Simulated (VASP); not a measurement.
Write the native input for VASP 6.6.1 that does the following.

```
Task                   : single point
Functional             : PBEsol
Potentials or basis    : VASP PAW PBE potentials, release 64 (Al, Ni)
Cutoff                 : 600 eV
k mesh                 : 20 × 20 × 20
Occupations            : gaussian, width 0.15 eV
Spin                   : no spin polarisation
Dipole correction      : no
Further INCAR settings : ALGO = Normal; EDIFF = 1e-06; NBANDS = 14
```

The structure of AlNi lies in POSCAR:

```
AlNi
1.0
    2.8621655520      0.0000000000      0.0000000000
    0.0000000000      2.8621655520      0.0000000000
    0.0000000000      0.0000000000      2.7190572744
Al Ni
1 1
Direct
    0.0000000000      0.0000000000      0.0000000000
    0.5000000000      0.5000000000      0.5000000000
```

This cell differs from its parent crystal: strain +0.000 along x and y, -0.050 along z.

The input as run:

INCAR

```
SYSTEM = AlNi
PREC = Accurate
ENCUT = 600
EDIFF = 1E-6
ISMEAR = 0
SIGMA = 0.15
LREAL = .FALSE.
LASPH = .TRUE.
NELM = 120
ALGO = Normal
ISIF = 2
LWAVE = .FALSE.
LCHARG = .TRUE.
GGA = PS
LELF = .TRUE.
LVHAR = .TRUE.
NBANDS = 14
GGA_COMPAT = .FALSE.
```

KPOINTS

```
regular mesh
0
G
  20 20 20
  0 0 0
```

Potentials or basis: VASP PAW PBE potentials, release 64 (Al, Ni).

The run is started by

```sh
$ cat potpaw_PBE.64/Al/POTCAR potpaw_PBE.64/Ni/POTCAR > POTCAR
$ mpirun -np 1 vasp_std > vasp.out
```

Results of the run:

The pressure is 10.2 GPa and the band gap on the k mesh is zero (an odd number of electrons rules out a gap without spin polarisation).

Caveat: the cell differs from its parent crystal (strain +0.000 along x and y, -0.050 along z); the cell stands under pressure; the PAW data sets were made with another functional, which shifts forces and pressure a little.

It took 3.5 min on 1 thread of Intel Xeon 8259CL, with other jobs on the host, peak memory 0.39 GiB.
